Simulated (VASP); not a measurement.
**ZnCu (CsCl type): single point with HSE06**

The system is ZnCu (CsCl type).

```
CELL_PARAMETERS angstrom
2.95007 0.00000 0.00000
0.00000 2.95007 0.00000
0.00000 0.00000 2.95007
ATOMIC_POSITIONS crystal
Cu 0.00000 0.00000 0.00000
Zn 0.50000 0.50000 0.50000
```

```json
{
  "Program": "VASP 6.6.1",
  "Task": "single point",
  "Functional": "HSE06",
  "Potentials or basis": "VASP PAW PBE potentials, release 64 (Cu, Zn)",
  "Cutoff": "520 eV",
  "k mesh": "4 × 4 × 4",
  "Occupations": "fermi-dirac, width 0.1 eV",
  "Spin": "no spin polarisation"
}
```

```json
{
  "Pressure": "0.7 GPa",
  "Band gap on the k mesh": "zero (an odd number of electrons rules out a gap without spin polarisation)"
}
```

Levels at points of the mesh, in eV from the Fermi level:
```tsv
k point	band 9	band 10	band 11	band 12	band 13	band 14
(0.00, 0.00, 0.00)	-4.45	-4.45	-4.45	6.73	6.73	6.73
(0.50, 0.00, 0.00)	-5.02	-5.02	-4.52	-3.34	12.47	12.47
(0.50, 0.50, 0.00)	-4.63	-4.22	-2.49	-2.49	1.71	2.24
(0.50, 0.50, 0.50)	-4.20	-4.20	4.40	4.40	4.40	4.44
```

It took 7.2 min on 1 thread of AMD EPYC 7R13, with other jobs on the host, peak memory 0.22 GiB.

Caveat: the k points lie up to 0.53 Å⁻¹ apart, too coarse for converged energies and pressures of a metal; the PAW data sets were made with another functional, which shifts forces and pressure a little.
